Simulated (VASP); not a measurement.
# Se in VASP: a series of runs

Aim: see how the results for Se move with the level of theory and the settings. Levels: rSCAN, B3LYP5. Tasks: relaxation of the atoms, single point.

All numbers are computed with VASP 6.6.1; they aren't measurements. Logs are shortened: lines on timing, memory, paths and dates and some standing lists are left out, and cuts for length are marked.

## 1. The cell of the first run

The typed cell holds 3 atoms: a = 4.366 Å, b = 4.366 Å, c = 4.954 Å, α = 90.00°, β = 90.00°, γ = 120.00°.

## 2. Relaxation of the atoms, rSCAN (atoms moved at random)

INCAR reads:

```
SYSTEM = Se
ALGO     = Normal         ! electronic algorithm
EDIFF    = 1E-7           ! SCF threshold, eV
EDIFFG   = -0.002         ! ionic threshold
EFERMI   = MIDGAP       
ENCUT    = 500            ! plane-wave cutoff, eV
GGA_COMPAT= .FALSE.      
IBRION   = 2              ! ionic algorithm
ISIF     = 2              ! what is computed and relaxed
ISMEAR   = 0              ! smearing method
KPAR     = 4            
LASPH    = .TRUE.         ! aspherical terms in the spheres
LCHARG   = .FALSE.        ! write CHGCAR
LMIXTAU  = .TRUE.       
LREAL    = .FALSE.        ! projectors in reciprocal space
LWAVE    = .FALSE.        ! write WAVECAR
METAGGA  = RSCAN          ! meta-GGA
NELM     = 120            ! most SCF steps
NELMIN   = 4            
NSW      = 120            ! ionic steps
PREC     = Accurate       ! precision mode
SIGMA    = 0.03           ! smearing width, eV
```

KPOINTS reads:

```
Automatic mesh
0
Gamma
  6 6 5
  0 0 0
```

POSCAR reads:

```
Se
1.0
    4.3662000000      0.0000000000      0.0000000000
   -2.1831000000      3.7812401180      0.0000000000
    0.0000000000      0.0000000000      4.9536000000
Se
3
Direct
    0.7475690000      0.7477340000     -0.0064050000
    0.0079800000      0.2465540000      0.6646900000
    0.2205800000     -0.0014050000      0.3385650000
```

Potentials or basis: VASP PAW PBE potentials, release 64 (Se).

Command:

```
$ cat potpaw_PBE.64/Se/POTCAR > POTCAR
$ mpirun -np 4 vasp_std > vasp.out
```

OUTCAR:

```text
SYSTEM = Se
   EDIFF = 1E-7
   EDIFFG = -0.002
   EFERMI = MIDGAP
   ENCUT = 500
   IBRION = 2
   ISIF = 2
   ISMEAR = 0
   LASPH = .TRUE.
   LREAL = .FALSE.
   METAGGA = RSCAN
   NELM = 120
   NELMIN = 4
   NSW = 120
   PREC = Accurate

 ion  position               nearest neighbor table
   1  0.748  0.748  0.994-   3 2.47   2 2.49
   2  0.008  0.247  0.665-   3 2.38   1 2.49
   3  0.221  0.999  0.339-   2 2.38   1 2.47

  LATTYP: Found a hexagonal cell.
 ALAT       =     4.3662000000
 C/A-ratio  =     1.1345334616

  Lattice vectors:

 A1 = (   4.3662000000,   0.0000000000,   0.0000000000)
 A2 = (  -2.1831000000,   3.7812401180,   0.0000000000)
 A3 = (   0.0000000000,   0.0000000000,   4.9536000000)

Analysis of symmetry for initial positions (statically):
=====================================================================
 Subroutine PRICEL returns:
 Original cell was already a primitive cell.

 Routine SETGRP: Setting up the symmetry group for a
 hexagonal supercell.

 Subroutine GETGRP returns: Found  1 space group operations
 (whereof  1 operations were pure point group operations)
 out of a pool of 24 trial point group operations.

The static configuration has the point symmetry C_1 .

Analysis of symmetry for dynamics (positions and initial velocities):
=====================================================================
 Subroutine PRICEL returns:
 Original cell was already a primitive cell.

 Routine SETGRP: Setting up the symmetry group for a
 hexagonal supercell.

 Subroutine GETGRP returns: Found  1 space group operations
 (whereof  1 operations were pure point group operations)
 out of a pool of 24 trial point group operations.

The dynamic configuration has the point symmetry C_1 .

 Subroutine INISYM returns: Found  1 space group operations
 (whereof  1 operations are pure point group operations),
 and found     1 'primitive' translations

----------------------------------------------------------------------------------------

                                     Primitive cell

  volume of cell :      81.7822

  direct lattice vectors                    reciprocal lattice vectors
     4.366200000  0.000000000  0.000000000     0.229032110  0.132231751  0.000000000
    -2.183100000  3.781240118  0.000000000     0.000000000  0.264463501  0.000000000
     0.000000000  0.000000000  4.953600000     0.000000000  0.000000000  0.201873385

  length of vectors
     4.366200000  4.366200000  4.953600000     0.264463501  0.264463501  0.201873385

  position of ions in fractional coordinates (direct lattice)
     0.747569000  0.747734000  0.993595000
     0.007980000  0.246554000  0.664690000
     0.220580000  0.998595000  0.338565000

  ion indices of the primitive-cell ions
   primitive index   ion index
                 1           1
                 2           2
                 3           3

----------------------------------------------------------------------------------------

 KPOINTS: Automatic mesh

Automatic generation of k-mesh.
 Grid dimensions read from file:
 generate k-points for:    6    6    5

 Generating k-lattice:

  Cartesian coordinates                     Fractional coordinates (reciprocal lattice)
     0.038172018  0.022038625  0.000000000     0.166666667  0.000000000  0.000000000
     0.000000000  0.044077250  0.000000000     0.000000000  0.166666667  0.000000000
     0.000000000  0.000000000  0.040374677     0.000000000  0.000000000  0.200000000

  Length of vectors
     0.044077250  0.044077250  0.040374677

  Shift w.r.t. Gamma in fractional coordinates (k-lattice)
     0.000000000  0.000000000  0.000000000

 Subroutine IBZKPT returns following result:
 ===========================================

 Found     92 irreducible k-points:

 Following reciprocal coordinates:
            Coordinates               Weight
  0.000000  0.000000  0.000000      1.000000
  0.166667  0.000000  0.000000      2.000000
  0.000000  0.166667  0.000000      2.000000
 -0.166667  0.166667  0.000000      2.000000
  0.333333  0.000000  0.000000      2.000000
  0.000000  0.333333  0.000000      2.000000
[... 16 lines left out ...]
  0.000000  0.166667  0.200000      2.000000
 -0.166667  0.166667  0.200000      2.000000
 [... further k-points ...]
   k-points           NKPTS =     92   k-points in BZ     NKDIM =     92   number of bands    NBANDS=     13
   number of dos      NEDOS =    301   number of ions     NIONS =      3
   total plane-waves  NPLWV =  36864
   dimension x,y,z NGX =    32 NGY =   32 NGZ =   36
   dimension x,y,z NGXF=    64 NGYF=   64 NGZF=   72
   ions per type =               3
   NGX,Y,Z   is equivalent  to a cutoff of  12.18, 12.18, 12.08 a.u.
   NGXF,Y,Z  is equivalent  to a cutoff of  24.37, 24.37, 24.16 a.u.
 SYSTEM =  Se
   PREC   = accura    normal or accurate (medium, high low for compatibility)
   ISTART =      0    job   : 0-new  1-cont  2-samecut
   ICHARG =      2    charge: 1-file 2-atom 10-const
   ISPIN  =      1    spin polarized calculation?
   LNONCOLLINEAR =      F non collinear calculations
   LSORBIT =      F    spin-orbit coupling
   LASPH  =      T    aspherical Exc in radial PAW
   ENCUT  =  500.0 eV  36.75 Ry    6.06 a.u.   7.96  7.96  9.03*2*pi/ulx,y,z
   NELM   =    120;   NELMIN=  4; NELMDL= -5     # of ELM steps
   EDIFF  = 0.1E-06   stopping-criterion for ELM
   LREAL  =      F    real-space projection
   EDIFFG = -.2E-02   stopping-criterion for IOM
   NSW    =    120    number of steps for IOM
   IBRION =      2    ionic relax: 0-MD 1-quasi-New 2-CG
   NFREE  =      1    steps in history (QN), initial steepest desc. (CG)
   ISIF   =      2    stress and relaxation
   ISYM   =      2    0-nonsym 1-usesym 2-fastsym
   POTIM  = 0.5000    time-step for ionic-motion
   TEBEG  =    0.0;   TEEND  =   0.0 temperature during run

   SCALEE = 1.0000    scale energy and forces
   PSTRESS=    0.0 pullay stress
   NELECT =      18.0000    total number of electrons
   NUPDOWN=      -1.0000    fix difference up-down
   EMIN   =  10.00;   EMAX   =-10.00  energy-range for DOS
   EFERMI =   0.00;   METHOD = MIDGAP
   ISMEAR =     0;   SIGMA  =   0.03  broadening in eV -4-tet -1-fermi 0-gaus
   EFERMI_NEDOS =   21; number of points for ismear=-14 and -15
   IALGO  =     38    algorithm
   IMIX   =      4    mixing-type and parameters
     AMIX     =   0.40;   BMIX     =  1.00
     AMIX_MAG =   1.60;   BMIX_MAG =  1.00
  volume/ion in A,a.u.               =      27.26       183.96
  Fermi-wavevector in a.u.,A,eV,Ry     =   0.988430  1.867862 13.292817  0.976995
  Thomas-Fermi vector in A             =   2.119956
   LORBIT       =      0    0 simple, 1 ext, 2 COOP (PROOUT), +10 PAW based schemes
   METAGGA = RSCAN    functional components
   LHFCALC =     F    Hartree Fock is set to
   AEXX    =    0.0000 exact exchange contribution
   IVDW    =     0    specifies the selected vdW correction
   LEPSILON=     F    determine dielectric tensor
   LRPA    =     F    only Hartree local field effects (RPA)

   CSHIFT  =0.1000    complex shift for real part using Kramers Kronig

   OMEGAMAX=  -1.0    maximum frequency
 conjugate gradient relaxation of ions
 non-spin polarized calculation
 Gauss-broadening in eV      SIGMA  =   0.03
  energy-cutoff  :      500.00
  volume of cell :       81.78
 maximum number of plane-waves:      2094
   NGX = 15   NGY = 15   NGZ = 19

--------------------------------------- Ionic step        1  -------------------------------------------

 number of electron      17.9999998 magnetization

 Free energy of the ion-electron system (eV)
  ---------------------------------------------------
  ext. energy  EPLUGINS =         0.00000000
  ---------------------------------------------------
  free energy    TOTEN  =       -71.95492013 eV

  energy without entropy =      -71.95492013  energy(sigma->0) =      -71.95492013

------------------------ aborting loop because EDIFF is reached ----------------------------------------

  FORCE on cell =-STRESS in cart. coord.  units (eV):
  Direction    XX          YY          ZZ          XY          YZ          ZX
  --------------------------------------------------------------------------------------
  -------------------------------------------------------------------------------------
  Total       -0.4893637     -1.4151258     -0.5371889     -0.3184627      0.2662191     -0.5627289
  in kB       -9.5870177    -27.7234201    -10.5239501     -6.2389327      5.2154394    -11.0242996
  external PRESSURE =     -15.9447960 kB  Pullay stress =       0.0000000 kB
[... 92 lines left out ...]
  FREE ENERGIE OF THE ION-ELECTRON SYSTEM (eV)
  ---------------------------------------------------
  free  energy   TOTEN  =       -72.0449781984 eV

  energy  without entropy=      -72.0449781984  energy(sigma->0) =      -72.04497820

[... ionic steps 4 to 13 ...]

--------------------------------------- Ionic step       14  -------------------------------------------

 number of electron      18.0000002 magnetization

------------------------ aborting loop because EDIFF is reached ----------------------------------------

  FORCE on cell =-STRESS in cart. coord.  units (eV):
  Direction    XX          YY          ZZ          XY          YZ          ZX
  --------------------------------------------------------------------------------------
  -------------------------------------------------------------------------------------
  Total        0.3748866      0.3765749      0.8141034      0.0003641      0.0005090     -0.0003827
  in kB        7.3443224      7.3773961     15.9489224      0.0071337      0.0099711     -0.0074981
  external PRESSURE =      10.2235470 kB  Pullay stress =       0.0000000 kB
[... 59 lines left out ...]
  energy  without entropy=      -72.0506075637  energy(sigma->0) =      -72.05060756

--------------------------------------- Ionic step       16  -------------------------------------------

 number of electron      18.0000002 magnetization

 Free energy of the ion-electron system (eV)
  ---------------------------------------------------
  ext. energy  EPLUGINS =         0.00000000
  ---------------------------------------------------
  free energy    TOTEN  =       -72.05060802 eV

  energy without entropy =      -72.05060802  energy(sigma->0) =      -72.05060802

 E-fermi :   3.0156     XC(G=0):  -9.3326

 val. band max:        2.2558531830   @ k =  -0.1667   0.5000   0.4000
 cond. band min:       3.7754109511   @ k =   0.0000   0.0000   0.4000
 fundamental gap:      1.5195577681
 Fermi energy:         3.0156320671

 k-point     1 :       0.0000    0.0000    0.0000
  band No.  band energies     occupation
      1     -14.0936      2.00000
      2      -9.7682      2.00000
      3      -9.7681      2.00000
      4      -1.5961      2.00000
      5      -1.5956      2.00000
      6      -1.5158      2.00000
      7       0.2363      2.00000
      8       0.2364      2.00000
      9       1.9010      2.00000
     10       4.4530      0.00000
     11       4.4533      0.00000
     12       4.7150      0.00000
     13       9.1375      0.00000
[... 353 lines left out ...]
 k-point    24 :      -0.1667    0.1667    0.2000
  band No.  band energies     occupation
      1     -13.7884      2.00000
      2     -11.1157      2.00000
      3      -8.6095      2.00000
      4      -2.4056      2.00000
      5      -1.9155      2.00000
      6      -1.1653      2.00000
      7       0.3112      2.00000
      8       0.5516      2.00000
      9       1.4564      2.00000
     10       4.2966      0.00000
     11       4.6295      0.00000
     12       4.8135      0.00000
     13       9.1944      0.00000

 [... further k-points ...]

------------------------ aborting loop because EDIFF is reached ----------------------------------------

  FORCE on cell =-STRESS in cart. coord.  units (eV):
  Direction    XX          YY          ZZ          XY          YZ          ZX
  --------------------------------------------------------------------------------------
  -------------------------------------------------------------------------------------
  Total        0.3751042      0.3756443      0.8137274     -0.0000042      0.0002459     -0.0003752
  in kB        7.3485836      7.3591655     15.9415567     -0.0000828      0.0048174     -0.0073496
  external PRESSURE =      10.2164353 kB  Pullay stress =       0.0000000 kB
[... 18 lines left out ...]
  FREE ENERGIE OF THE ION-ELECTRON SYSTEM (eV)
  ---------------------------------------------------
  free  energy   TOTEN  =       -72.0506080211 eV

  energy  without entropy=      -72.0506080211  energy(sigma->0) =      -72.05060802

 reached required accuracy - stopping structural energy minimisation
```

Run time: 4.5 min. Hardware: 4 MPI ranks of Intel Xeon 6975P-C (Granite Rapids), shared host; peak memory 0.23 GiB.

Results:

```yaml
Free_energy: -72.0506 eV
Energy_gained_by_relaxing: 31.9 meV/atom
Ionic_steps: 16
Pressure_after_relaxing: 1.0 GPa
Band_gap_on_the_k_mesh: 1.52 eV (least direct gap 1.74 eV)
```

Step by step:
```
step  energy change (eV)  largest force (eV/Å)  pressure (GPa)
   1              0.0000                0.9863           -1.59
   2             -0.0717                0.5137           -0.09
   3             -0.0901                0.2113            1.27
   4             -0.0935                0.1136            1.14
   5             -0.0950                0.0931            0.98
   6             -0.0956                0.0177            1.00
   7             -0.0956                0.0135            1.00
   8             -0.0956                0.0142            1.01
   9             -0.0957                0.0097            1.03
  10             -0.0957                0.0141            1.06
  11             -0.0957                0.0070            1.04
  12             -0.0957                0.0051            1.03
  13             -0.0957                0.0049            1.03
  14             -0.0957                0.0020            1.02
  15             -0.0957                0.0022            1.02
  16             -0.0957                0.0010            1.02
```

Final structure:
```xyz
3
Lattice="4.3662 0.0000 0.0000 -2.1831 3.7812 0.0000 0.0000 0.0000 4.9536" Properties=species:S:1:pos:R:3 pbc="T T T"
Se    1.6591    2.9160    4.9484
Se    3.8422    0.8473    3.2971
Se   -1.2238    3.7722    1.6460
```

Caveat: the cell differs from its parent crystal (atoms moved at random); the PAW data sets were made with another functional, which shifts forces and pressure a little; an odd mesh through Γ misses points on the zone boundary, where band edges can lie.

## 3. Single point, B3LYP5

POSCAR reads:

```
Se
1.0
    4.3662000000      0.0000000000      0.0000000000
   -2.1831000000      3.7812401180      0.0000000000
    0.0000000000      0.0000000000      4.9536000000
Se
3
Direct
    0.7746000000      0.7746000000      0.0000000000
    0.0000000000      0.2254000000      0.6666666667
    0.2254000000      0.0000000000      0.3333333333
```

INCAR.step1 reads:

```
PREC = Accurate ; ENCUT = 400
EDIFF = 1E-5 ; ISMEAR = 0
SIGMA = 0.01 ; LREAL = F
LASPH = T ; NELM = 120
ALGO = Normal ; ISIF = 2
LWAVE = T ; LCHARG = F
GGA = PE ; NBANDS = 16
GGA_COMPAT = F
```

INCAR.step2 reads:

```
PREC = Accurate ; ENCUT = 400
EDIFF = 1E-6 ; ISMEAR = 0
SIGMA = 0.01 ; LREAL = F
LASPH = T ; NELM = 120
ALGO = Normal ; ISIF = 2
LWAVE = F ; LCHARG = F
GGA = B5 ; LHFCALC = T
AEXX = 0.2 ; AGGAX = 0.72
AGGAC = 0.81 ; ALDAC = 0.19
PRECFOCK = Normal ; ISTART = 1
NBANDS = 16 ; GGA_COMPAT = F
```

KPOINTS reads:

```
regular mesh
0
Gamma
  5 5 4
```

Potentials or basis: VASP PAW PBE potentials, release 64 (Se).

Command:

```
$ cat potpaw_PBE.64/Se/POTCAR > POTCAR
$ cp INCAR.step1 INCAR
$ mpirun -np 1 vasp_std > vasp.out
$ cp INCAR.step2 INCAR
$ mpirun -np 1 vasp_std > vasp.out
```

It took 11 min on 1 thread of Intel Xeon 6975P-C (Granite Rapids), shared host; peak memory 0.18 GiB.

It converged, with:

```
Free energy            : -12.5420 eV
Pressure               : 3.9 GPa
Largest force          : 0.160 eV/Å
Band gap on the k mesh : 2.43 eV (least direct gap 2.49 eV)
```

Forces in eV/Å, atoms in the order of the input:
```
Se  -0.080 -0.139  0.000
Se  -0.080  0.139  0.000
Se   0.160  0.000  0.000
```

Stress tensor (GPa, compression positive):
```
3.70 0.00 0.00
0.00 3.70 0.00
0.00 0.00 4.40
```

Levels at points of the mesh, in eV from the valence-band top:
```csv
k point,band 7,band 8,band 9,band 10,band 11,band 12
"(0.00, 0.00, 0.00)",-2.27,-2.27,-0.55,3.15,3.15,3.46
"(0.00, 0.00, 0.50)",-1.72,-1.72,-1.31,2.43,2.43,2.47
```

Caveat: the cell stands under pressure; the PAW data sets were made with another functional, which shifts forces and pressure a little; an odd mesh through Γ misses points on the zone boundary, where band edges can lie.
